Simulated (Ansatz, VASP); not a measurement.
**AlN in VASP and in Ansatz**

The input INCAR:

```
PREC     = Accurate       # precision mode
ENCUT    = 520            # plane-wave cutoff, eV
EDIFF    = 1E-6           # SCF threshold, eV
ISMEAR   = 0              # smearing method
SIGMA    = 0.05           # smearing width, eV
LREAL    = F              # projectors in reciprocal space
LASPH    = T              # aspherical terms in the spheres
NELM     = 80             # most SCF steps
ALGO     = Normal         # electronic algorithm
ISIF     = 2              # what is computed and relaxed
LWAVE    = F              # write WAVECAR
LCHARG   = F              # write CHGCAR
GGA      = PE             # functional
NBANDS   = 11             # bands
```

File KPOINTS:

```
regular mesh
0
Gamma
  10 10 10
```

Contents of POSCAR:

```
AlN
1.0
    0.0416374757      2.0826902047      2.0826902047
    2.0826902047      0.0416374757      2.0826902047
    2.0826902047      2.0826902047      0.0416374757
Al N
1 1
Direct
    0.5000000000      0.5000000000      0.5000000000
    0.0000000000      0.0000000000      0.0000000000
```

Input for Ansatz:

```yaml
crystal:
  lattice:
    - [0.0416374757, 2.0826902047, 2.0826902047]
    - [2.0826902047, 0.0416374757, 2.0826902047]
    - [2.0826902047, 2.0826902047, 0.0416374757]
  atoms:
    - { symbol: Al, position: [0.5, 0.5, 0.5] }
    - { symbol: "N", position: [0.0, 0.0, 0.0] }
basis:
  ecutwfc: 520.0
kpoints:
  mp_grid: { grid: [10, 10, 10] }
hamiltonian:
  xc: pbe
  pseudopotentials: { kind: paw, azcp: { folder: soft_1 } }
scf:
  occupations: { method: gaussian, width: 0.05 }
output:
  forces: true
  stress: true
  eigenvalues: true
```

Alike in both runs: task single point; functional PBE; k mesh 10 × 10 × 10; occupations gaussian, width 0.05 eV; no spin polarisation.

|  | VASP | Ansatz |
| --- | --- | --- |
| version | VASP 6.6.1 | Ansatz 0.2.0 |
| potentials or method | VASP PAW PBE potentials, release 64 (Al, N), cutoff 520 eV | scalar-relativistic, plane waves, PAW |
| valence electrons in the cell | 8 | 8 |

Ansatz gave:

* gap on the k mesh at the Fermi level (eV): 3.86
* least direct gap on the mesh (eV): 4.66
* pressure (GPa): -9.0
* traceless stress, the component that is largest in VASP (GPa): -6.00

**Question.** What did VASP give for the same quantities?

**Answer.** gap on the k mesh at the Fermi level (eV): 3.84; least direct gap on the mesh (eV): 4.67; pressure (GPa): -9.2; traceless stress, the component that is largest in VASP (GPa): -6.00.
